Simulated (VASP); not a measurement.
A run of VASP 6.6.1:

INCAR

```
SYSTEM = Nb
ALGO = Normal
EDIFF = 1E-6
ENCUT = 520
GGA = PE
ISIF = 2
ISMEAR = -1
LASPH = .TRUE.
LCHARG = .TRUE.
LELF = .TRUE.
LREAL = .FALSE.
LVHAR = .TRUE.
LWAVE = .FALSE.
NBANDS = 12
NELM = 60
PREC = Accurate
SIGMA = 0.06122561905347299
```

KPOINTS

```
k-points
0
G
  15 15 15
  0 0 0
```

File POSCAR:

```
Nb
1.0
    0.0000000000      2.0949389235      2.0949389235
    2.0949389235      0.0000000000      2.0949389235
    2.0949389235      2.0949389235      0.0000000000
Nb
1
Direct
    0.0000000000      0.0000000000      0.0000000000
```

Potentials or basis: VASP PAW PBE potentials, release 64 (Nb_sv).

The run is started by

```console
$ cat potpaw_PBE.64/Nb_sv/POTCAR > POTCAR
$ mpirun -np 1 vasp_std > vasp.out
```

Hardware: 1 thread of Intel(R) Xeon(R) Platinum 8488C (Sapphire Rapids), on a shared host.

**Question.** How long does it take, and how much memory?

**Answer.** It took 12 s on 1 thread of Intel(R) Xeon(R) Platinum 8488C (Sapphire Rapids), with other jobs on the host, peak memory 0.15 GiB. Counts: scf iterations 12, k points 120.
